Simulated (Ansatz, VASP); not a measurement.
**Pd in VASP and in Ansatz**

```
Pd
1.0
     0.00000    1.90408    1.90408
     1.90408    0.00000    1.90408
     1.90408    1.90408    0.00000
Pd
1
Direct
  0.00000 0.00000 0.00000
```

Alike in both runs: task single point; functional revPBE; k mesh 22 × 22 × 22; occupations fermi-dirac, width 0.1 eV; no spin polarisation.

|  | VASP | Ansatz |
| --- | --- | --- |
| version | VASP 6.6.1 | Ansatz 0.2.0 |
| potentials or method | VASP PAW PBE potentials, release 64 (Pd), cutoff 500 eV | plane waves (420 eV) with PAW, scalar-relativistic |
| valence electrons in the cell | 10 | 18 |

VASP gave:

```
pressure (GPa) : 27.0
```

Task: Which values does Ansatz return?

Result: Pressure (GPa): 27.4.

VASP's potentials were made for PBE, not for revPBE. VASP's potentials hold 10 valence electrons a cell and Ansatz's 18, so a difference there can come from the potentials and not from the codes.
